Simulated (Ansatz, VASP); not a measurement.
This is a calculation of MnHg3 for VASP 6.6.1.

File INCAR:

```
SYSTEM = MnHg3
ALGO     = Normal         ! electronic algorithm
EDIFF    = 1E-6           ! SCF threshold, eV
ENCUT    = 520            ! plane-wave cutoff, eV
GGA      = PE             ! functional
ISIF     = 2              ! what is computed and relaxed
ISMEAR   = -1             ! smearing method
ISPIN    = 2              ! spin polarisation
LASPH    = .TRUE.         ! aspherical terms in the spheres
LCHARG   = .FALSE.        ! write CHGCAR
LMAXMIX  = 4              ! l up to which the mixer works
LORBIT   = 11             ! projections on sites
LREAL    = .FALSE.        ! projectors in reciprocal space
LWAVE    = .FALSE.        ! write WAVECAR
MAGMOM   = 0 0 0 4        ! initial moments
NBANDS   = 36             ! bands
NELM     = 150            ! most SCF steps
PREC     = Accurate       ! precision mode
SIGMA    = 0.05           ! smearing width, eV
```

File KPOINTS:

```
k-points
0
G
  6 6 6
  0 0 0
```

File POSCAR:

```
MnHg3
1.0
    4.3276644904      0.0000000000      0.0000000000
    0.0000000000      4.3276644904      0.0000000000
    0.0000000000      0.0000000000      4.3276644904
Hg Mn
3 1
Direct
    0.5000000000      0.5000000000      0.0000000000
    0.0000000000      0.5000000000      0.5000000000
    0.5000000000      0.0000000000      0.5000000000
    0.0000000000      0.0000000000      0.0000000000
```

Potentials or basis: VASP PAW PBE potentials, release 64 (Hg, Mn_pv).

Command:

```bash
$ cat potpaw_PBE.64/Hg/POTCAR potpaw_PBE.64/Mn_pv/POTCAR > POTCAR
$ mpirun -np 1 vasp_std > vasp.out
```

Set up the same calculation for Ansatz 0.2.0. Potentials there: Ansatz PAW.

As run (the cutoff follows the program's own potentials):

input.yaml

```yaml
crystal:
  lattice:
    - [4.3276644904, 0.0, 0.0]
    - [0.0, 4.3276644904, 0.0]
    - [0.0, 0.0, 4.3276644904]
  atoms:
    - { symbol: Hg, position: [0.5, 0.5, 0.0] }
    - { symbol: Hg, position: [0.0, 0.5, 0.5] }
    - { symbol: Hg, position: [0.5, 0.0, 0.5] }
    - { symbol: Mn, position: [0.0, 0.0, 0.0], spin: 4.0 }
hamiltonian:
  xc: pbe
  pseudopotentials: { kind: paw }
magnetization:
  spin_polarized: true
kpoints:
  mp_grid: { grid: [6, 6, 6] }
scf:
  occupations: { method: fermi_dirac, width: 0.05 }
output:
  forces: true
  stress: true
  eigenvalues: true
```

Potentials or basis: Ansatz PAW.

Command:

```sh
$ ansatz run input.yaml --threads 2 --pin off --max-ram 5120MiB --backend cpu --events-out ev --progress --plain --runs-dir out
```

Both were run:

|  | VASP | Ansatz | Ansatz less VASP |
| --- | --- | --- | --- |
| gap on the k mesh at the Fermi level (eV) | none | none | - |
| pressure (GPa) | 3.5 | 3.1 | -0.44 |
| net moment per atom (μB) | 1.00 | 1.00 | 0.000 |
| size of the moment on the site where the two differ most (μB) | 3.95 | 4.07 | +0.121 |

Site moments also hang on the region over which each program counts them. A gap of «none» marks a metal or a gap that the smearing closes. VASP's potentials hold 49 valence electrons a cell and Ansatz's 75, so a difference there can come from the potentials and not from the codes.

Spin-orbit coupling is off throughout.
